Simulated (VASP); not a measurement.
# Ca2Sc (Ca (100), 3 layers) in VASP: single point with PBE

Aim: the single point of Ca2Sc (Ca (100), 3 layers) with PBE.

Everything below comes from runs of VASP 6.6.1. Logs are shortened: lines on timing, memory, paths and dates and some standing lists are left out, and cuts for length are marked.

## 1. The cell of the first run

The cell holds a slab with vacuum, 3 atoms: a = 3.907 Å, b = 3.907 Å, c = 25.525 Å, α = 90.00°, β = 90.00°, γ = 90.00°.

## 2. Single point, PBE

Input file INCAR:

```
ALGO = Normal
DIPOL = 0.5 0.5 0.500
EDIFF = 1E-6
ENCUT = 520
GGA = PE
IDIPOL = 3
ISIF = 2
ISMEAR = -1
LASPH = T
LCHARG = F
LDIPOL = T
LREAL = F
LWAVE = F
NBANDS = 22
NELM = 80
PREC = Accurate
SIGMA = 0.08
```

Input file KPOINTS:

```
k-points
0
Gamma
  9 9 1
```

Input file POSCAR:

```
Ca2Sc
1.0
    3.9070577562      0.0000000000      0.0000000000
    0.0000000000      3.9070577562      0.0000000000
    0.0000000000      0.0000000000     25.5254000000
Sc Ca
1 2
Direct
    0.0000000000      0.0000000000      0.3949623065
    0.5000000000      0.5000000000      0.5000000010
    0.0000000000      0.0000000000      0.6050376925
```

Potentials or basis: VASP PAW PBE potentials, release 64 (Sc_sv, Ca_sv).

Run with:

```bash
$ cat potpaw_PBE.64/Sc_sv/POTCAR potpaw_PBE.64/Ca_sv/POTCAR > POTCAR
$ mpirun -np 1 vasp_std > vasp.out
```

OUTCAR:

```text
EDIFF = 1E-6
   ENCUT = 520
   GGA = PE
   ISIF = 2
   ISMEAR = -1
   LASPH = T
   LREAL = F
   NELM = 80
   PREC = Accurate

 ion  position               nearest neighbor table
   1  0.000  0.000  0.395-
   2  0.500  0.500  0.500-
   3  0.000  0.000  0.605-

  LATTYP: Found a simple tetragonal cell.
 ALAT       =     3.9070577562
 C/A-ratio  =     6.5331514384

  Lattice vectors:

 A1 = (   3.9070577562,   0.0000000000,   0.0000000000)
 A2 = (   0.0000000000,   3.9070577562,   0.0000000000)
 A3 = (   0.0000000000,   0.0000000000,  25.5254000000)

Analysis of symmetry for initial positions (statically):
=====================================================================
 Subroutine PRICEL returns:
 Original cell was already a primitive cell.

 Routine SETGRP: Setting up the symmetry group for a
 simple tetragonal supercell.

 Subroutine GETGRP returns: Found  8 space group operations
 (whereof  8 operations were pure point group operations)
 out of a pool of 16 trial point group operations.

The static configuration has the point symmetry C_4v.

Analysis of symmetry for dynamics (positions and initial velocities):
=====================================================================
 Subroutine PRICEL returns:
 Original cell was already a primitive cell.

 Routine SETGRP: Setting up the symmetry group for a
 simple tetragonal supercell.

 Subroutine GETGRP returns: Found  8 space group operations
 (whereof  8 operations were pure point group operations)
 out of a pool of 16 trial point group operations.

The dynamic configuration has the point symmetry C_4v.

 Subroutine INISYM returns: Found  8 space group operations
 (whereof  8 operations are pure point group operations),
 and found     1 'primitive' translations

----------------------------------------------------------------------------------------

                                     Primitive cell

  volume of cell :     389.6478

  direct lattice vectors                    reciprocal lattice vectors
     3.907057756  0.000000000  0.000000000     0.255947074  0.000000000  0.000000000
     0.000000000  3.907057756  0.000000000     0.000000000  0.255947074  0.000000000
     0.000000000  0.000000000 25.525400000     0.000000000  0.000000000  0.039176663

  length of vectors
     3.907057756  3.907057756 25.525400000     0.255947074  0.255947074  0.039176663

  position of ions in fractional coordinates (direct lattice)
     0.000000000  0.000000000  0.394962306
     0.500000000  0.500000000  0.500000001
     0.000000000  0.000000000  0.605037692

  ion indices of the primitive-cell ions
   primitive index   ion index
                 1           1
                 2           2
                 3           3

----------------------------------------------------------------------------------------

 KPOINTS: k-points

Automatic generation of k-mesh.
 Grid dimensions read from file:
 generate k-points for:    9    9    1

 Generating k-lattice:

  Cartesian coordinates                     Fractional coordinates (reciprocal lattice)
     0.028438564  0.000000000  0.000000000     0.111111111  0.000000000  0.000000000
     0.000000000  0.028438564  0.000000000     0.000000000  0.111111111  0.000000000
     0.000000000  0.000000000  0.039176663     0.000000000  0.000000000  1.000000000

  Length of vectors
     0.028438564  0.028438564  0.039176663

  Shift w.r.t. Gamma in fractional coordinates (k-lattice)
     0.000000000  0.000000000  0.000000000

 Subroutine IBZKPT returns following result:
 ===========================================

 Found     15 irreducible k-points:

 Following reciprocal coordinates:
            Coordinates               Weight
  0.000000  0.000000  0.000000      1.000000
  0.111111  0.000000  0.000000      4.000000
  0.222222  0.000000  0.000000      4.000000
  0.333333  0.000000  0.000000      4.000000
  0.444444  0.000000  0.000000      4.000000
  0.111111  0.111111  0.000000      4.000000
  0.222222  0.111111  0.000000      8.000000
  0.333333  0.111111  0.000000      8.000000
  0.444444  0.111111  0.000000      8.000000
  0.222222  0.222222  0.000000      4.000000
  0.333333  0.222222  0.000000      8.000000
  0.444444  0.222222  0.000000      8.000000
  0.333333  0.333333  0.000000      4.000000
  0.444444  0.333333  0.000000      8.000000
  0.444444  0.444444  0.000000      4.000000
   k-points           NKPTS =     15   k-points in BZ     NKDIM =     15   number of bands    NBANDS=     22
   number of dos      NEDOS =    301   number of ions     NIONS =      3
   total plane-waves  NPLWV = 172800
   dimension x,y,z NGX =    30 NGY =   30 NGZ =  192
   dimension x,y,z NGXF=    60 NGYF=   60 NGZF=  384
   ions per type =               1   2
   NGX,Y,Z   is equivalent  to a cutoff of  12.77, 12.77, 12.50 a.u.
   NGXF,Y,Z  is equivalent  to a cutoff of  25.53, 25.53, 25.01 a.u.
 SYSTEM =  unknown system
   PREC   = accura    normal or accurate (medium, high low for compatibility)
   ISTART =      0    job   : 0-new  1-cont  2-samecut
   ICHARG =      2    charge: 1-file 2-atom 10-const
   ISPIN  =      1    spin polarized calculation?
   LNONCOLLINEAR =      F non collinear calculations
   LSORBIT =      F    spin-orbit coupling
   LASPH  =      T    aspherical Exc in radial PAW
   ENCUT  =  520.0 eV  38.22 Ry    6.18 a.u.   7.26  7.26 47.46*2*pi/ulx,y,z
   NELM   =     80;   NELMIN=  2; NELMDL= -5     # of ELM steps
   EDIFF  = 0.1E-05   stopping-criterion for ELM
   LREAL  =      F    real-space projection
   EDIFFG = 0.1E-04   stopping-criterion for IOM
   NSW    =      0    number of steps for IOM
   IBRION =     -1    ionic relax: 0-MD 1-quasi-New 2-CG
   NFREE  =      0    steps in history (QN), initial steepest desc. (CG)
   ISIF   =      2    stress and relaxation
   ISYM   =      2    0-nonsym 1-usesym 2-fastsym
   POTIM  = 0.5000    time-step for ionic-motion
   TEBEG  =    0.0;   TEEND  =   0.0 temperature during run
   PSTRESS=    0.0 pullay stress
   NELECT =      31.0000    total number of electrons
   NUPDOWN=      -1.0000    fix difference up-down
   EMIN   =  10.00;   EMAX   =-10.00  energy-range for DOS
   EFERMI =   0.00;   METHOD = LEGACY
   ISMEAR =    -1;   SIGMA  =   0.08  broadening in eV -4-tet -1-fermi 0-gaus
   EFERMI_NEDOS =   21; number of points for ismear=-14 and -15
   IALGO  =     38    algorithm
   IMIX   =      4    mixing-type and parameters
     AMIX     =   0.40;   BMIX     =  1.00
     AMIX_MAG =   1.60;   BMIX_MAG =  1.00
  volume/ion in A,a.u.               =     129.88       876.49
  Fermi-wavevector in a.u.,A,eV,Ry     =   0.704106  1.330567  6.745294  0.495765
  Thomas-Fermi vector in A             =   1.789258
   LORBIT       =      0    0 simple, 1 ext, 2 COOP (PROOUT), +10 PAW based schemes
   GGA     = PE    functional components
   LHFCALC =     F    Hartree Fock is set to
   AEXX    =    0.0000 exact exchange contribution
   IVDW    =     0    specifies the selected vdW correction
   LEPSILON=     F    determine dielectric tensor
   LRPA    =     F    only Hartree local field effects (RPA)
 non-spin polarized calculation
  energy-cutoff  :      520.00
  volume of cell :      389.65
 maximum number of plane-waves:     10521
 NGX is ok and might be reduce to    30
   NGX = 15   NGY = 15   NGZ = 95

 dipolmoment           0.000000      0.000000      0.015480 electrons x Angstroem

 number of electron      30.9999999 magnetization

 dipolmoment           0.000000      0.000000     -0.030887 electrons x Angstroem

 Free energy of the ion-electron system (eV)
  ---------------------------------------------------
  ext. energy  EPLUGINS =         0.00000000
  ---------------------------------------------------
  free energy    TOTEN  =        -7.93080484 eV

  energy without entropy =       -7.75710892  energy(sigma->0) =       -7.84395688

 E-fermi :  -1.3095     XC(G=0):  -3.1949

 val. band max:       -1.3137210651   @ k =   0.3333   0.2222   0.0000
 cond. band min:      -1.3087503359   @ k =   0.4444   0.1111   0.0000
 fundamental gap:      0.0049707292
 Fermi energy:        -1.3094590241

 k-point     1 :       0.0000    0.0000    0.0000
  band No.  band energies     occupation
      1     -52.2509      2.00000
      2     -43.8935      2.00000
      3     -43.0385      2.00000
      4     -30.9643      2.00000
      5     -30.7655      2.00000
      6     -30.7655      2.00000
[... 14 lines left out ...]
     21      -0.3084      0.00001
     22       0.0172      0.00000

 k-point     2 :       0.1111    0.0000    0.0000
  band No.  band energies     occupation
      1     -52.2507      2.00000
      2     -43.8930      2.00000
      3     -43.0379      2.00000
      4     -30.9640      2.00000
      5     -30.7688      2.00000
      6     -30.7653      2.00000
[... 14 lines left out ...]
     21      -0.2994      0.00001
     22       0.0824      0.00000

 k-point     3 :       0.2222    0.0000    0.0000
  band No.  band energies     occupation
      1     -52.2502      2.00000
      2     -43.8917      2.00000
      3     -43.0366      2.00000
      4     -30.9633      2.00000
      5     -30.7772      2.00000
      6     -30.7646      2.00000
[... 14 lines left out ...]
     21      -0.2782      0.00001
     22      -0.0606      0.00000
[... 251 lines left out ...]
 k-point    14 :       0.4444    0.3333    0.0000
  band No.  band energies     occupation
      1     -52.2482      2.00000
      2     -43.8859      2.00000
      3     -43.0307      2.00000
      4     -30.9601      2.00000
      5     -30.7908      2.00000
      6     -30.7842      2.00000
[... 14 lines left out ...]
     21      -0.1705      0.00000
     22      -0.0817      0.00000

 k-point    15 :       0.4444    0.4444    0.0000
  band No.  band energies     occupation
      1     -52.2479      2.00000
      2     -43.8850      2.00000
      3     -43.0297      2.00000
      4     -30.9596      2.00000
      5     -30.7902      2.00000
      6     -30.7902      2.00000
[... 14 lines left out ...]
     21      -0.0758      0.00000
     22      -0.0664      0.00000

------------------------ aborting loop because EDIFF is reached ----------------------------------------

 vacuum level on the upper side and lower side of the slab       (xc-potential included)        -0.363         0.009

  FORCE on cell =-STRESS in cart. coord.  units (eV):
  Direction    XX          YY          ZZ          XY          YZ          ZX
  --------------------------------------------------------------------------------------
  -------------------------------------------------------------------------------------
  Total       -2.9002291     -2.9002291     -1.4844676      0.0000000      0.0000000      0.0000000
  in kB      -11.9253371    -11.9253371     -6.1039236      0.0000000      0.0000000      0.0000000
  external PRESSURE =      -9.9848660 kB  Pullay stress =       0.0000000 kB

 VOLUME and BASIS-vectors are now :
 -----------------------------------------------------------------------------
  energy-cutoff  :      520.00
  volume of cell :      389.65
      direct lattice vectors                 reciprocal lattice vectors
     3.907057756  0.000000000  0.000000000     0.255947074  0.000000000  0.000000000
     0.000000000  3.907057756  0.000000000     0.000000000  0.255947074  0.000000000
     0.000000000  0.000000000 25.525400000     0.000000000  0.000000000  0.039176663

 POSITION                                       TOTAL-FORCE (eV/Angst)
 -----------------------------------------------------------------------------------
      0.00000      0.00000     10.08157         0.000000      0.000000      0.580915
      1.95353      1.95353     12.76270         0.000000     -0.000000     -0.616422
      0.00000      0.00000     15.44383         0.000000      0.000000      0.035506
 -----------------------------------------------------------------------------------
    total drift:                                0.000000      0.000000      0.000553

  FREE ENERGIE OF THE ION-ELECTRON SYSTEM (eV)
  ---------------------------------------------------
  free  energy   TOTEN  =        -7.9308048364 eV

  energy  without entropy=       -7.7571089166  energy(sigma->0) =       -7.84395688

 vacuum level on the upper side and lower side of the slab         1.223         1.598
```

It took 3.7 min on 1 thread of Intel Xeon Platinum 8259CL at 2.50GHz (Skylake/Cascade Lake), shared host; peak memory 0.5 GiB.

What came out:

| Property | Result |
| --- | --- |
| Free energy | -7.9308 eV |
| Largest force | 0.616 eV/Å |

Forces in eV/Å, atoms in the order of the input:
```
Sc   0.000  0.000  0.581
Ca   0.000  0.000 -0.616
Ca   0.000  0.000  0.036
```
